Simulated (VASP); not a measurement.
The system is BeS.

```
Be S
1.0
     0.00000    2.43431    2.43431
     2.43431    0.00000    2.43431
     2.43431    2.43431    0.00000
Be S
1 1
Direct
  0.00000 0.00000 0.00000
  0.25000 0.25000 0.25000
```

Base run:

* Program: VASP 6.6.1
* Functional: HSE06
* Potentials or basis: VASP PAW PBE potentials, release 64 (Be, S)
* Cutoff: 520 eV
* k mesh: 6 × 6 × 6
* Occupations: gaussian, width 0.01 eV
* Spin: no spin polarisation

Its results: band gap on the k mesh 4.08 eV, indirect (least direct gap 6.87 eV); pressure -1.1 GPa.

After a change of settings the same cell gave: band gap on the k mesh 3.14 eV, indirect (least direct gap 5.67 eV); pressure 0.5 GPa. Which change was it?
A. functional from HSE06 to PBE
B. functional from HSE06 to LDA; potentials or basis from VASP PAW PBE potentials, release 64 (Be, S) to VASP PAW LDA potentials, release 64 (Be, S)
C. functional from HSE06 to r2SCAN; k mesh from 6 × 6 × 6 to 8 × 8 × 8

A.

HSE06 gives the wider gap, since exact exchange removes part of the self-interaction.

Caveats: the PAW data sets were made with another functional, which shifts forces and pressure a little (some runs).
